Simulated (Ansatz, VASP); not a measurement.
This is a calculation of MnO2 for VASP 6.6.1.

INCAR

```
PREC = Accurate ; ENCUT = 520
EDIFF = 1E-7 ; ISMEAR = -1
SIGMA = 0.05 ; LREAL = F
LASPH = T ; NELM = 60
ALGO = Fast ; ISIF = 2
LWAVE = F ; LCHARG = T
GGA = PE ; LELF = T
LVHAR = T ; NBANDS = 62
```

The input KPOINTS:

```
regular mesh
0
Gamma
  10 10 10
```

File POSCAR:

```
MnO2
1.0
   -4.9075000000      4.9075000000      1.4235000000
    4.9075000000     -4.9075000000      1.4235000000
    4.9075000000      4.9075000000     -1.4235000000
Mn O
4 8
Direct
    0.8300000000      0.6500000000      0.4800000000
    0.6500000000      0.1700000000      0.8200000000
    0.1700000000      0.3500000000      0.5200000000
    0.3500000000      0.8300000000      0.1800000000
    0.4580000000      0.1600000000      0.6180000000
    0.1600000000      0.5420000000      0.7020000000
    0.5420000000      0.8400000000      0.3820000000
    0.8400000000      0.4580000000      0.2980000000
    0.2050000000      0.1600000000      0.3650000000
    0.1600000000      0.7950000000      0.9550000000
    0.7950000000      0.8400000000      0.6350000000
    0.8400000000      0.2050000000      0.0450000000
```

Potentials or basis: VASP PAW PBE potentials, release 64 (Mn_pv, O).

Command:

```sh
$ cat potpaw_PBE.64/Mn_pv/POTCAR potpaw_PBE.64/O/POTCAR > POTCAR
$ mpirun -np 1 vasp_std > vasp.out
```

Task: Set up the same calculation for Ansatz 0.2.0. Potentials there: Ansatz PAW.

Result: As run (the cutoff follows the program's own potentials):

The input input.yaml:

```yaml
crystal:
  lattice:
    - [-4.9075, 4.9075, 1.4235]
    - [4.9075, -4.9075, 1.4235]
    - [4.9075, 4.9075, -1.4235]
  atoms:
    - { symbol: Mn, position: [0.83, 0.65, 0.48] }
    - { symbol: Mn, position: [0.65, 0.17, 0.82] }
    - { symbol: Mn, position: [0.17, 0.35, 0.52] }
    - { symbol: Mn, position: [0.35, 0.83, 0.18] }
    - { symbol: O, position: [0.458, 0.16, 0.618] }
    - { symbol: O, position: [0.16, 0.542, 0.702] }
    - { symbol: O, position: [0.542, 0.84, 0.382] }
    - { symbol: O, position: [0.84, 0.458, 0.298] }
    - { symbol: O, position: [0.205, 0.16, 0.365] }
    - { symbol: O, position: [0.16, 0.795, 0.955] }
    - { symbol: O, position: [0.795, 0.84, 0.635] }
    - { symbol: O, position: [0.84, 0.205, 0.045] }
hamiltonian:
  xc: pbe
  pseudopotentials: { kind: paw }
kpoints:
  mp_grid: { grid: [10, 10, 10] }
scf:
  occupations: { method: fermi_dirac, width: 0.05 }
output:
  forces: true
  stress: true
  eigenvalues: true
```

Potentials or basis: Ansatz PAW.

The run is started by

```bash
$ ansatz run input.yaml --threads 4 --pin off --max-ram 11264MiB --backend cpu --events-out ev --progress --plain --runs-dir out
```

Both were run:

|  | VASP | Ansatz | Ansatz less VASP |
| --- | --- | --- | --- |
| gap on the k mesh at the Fermi level (eV) | none | none | - |
| pressure (GPa) | -4.2 | -5.1 | -0.93 |
| traceless stress, the component that is largest in VASP (GPa) | -1.56 | -1.84 | -0.279 |
| rms of the force components (eV/Å) | 0.506 | 0.492 | -0.0145 |

Atom by atom the forces differ by 0.032 eV/Å (rms over components). A gap of «none» marks a metal or a gap that the smearing closes. VASP's potentials hold 100 valence electrons a cell and Ansatz's 108, so a difference there can come from the potentials and not from the codes.
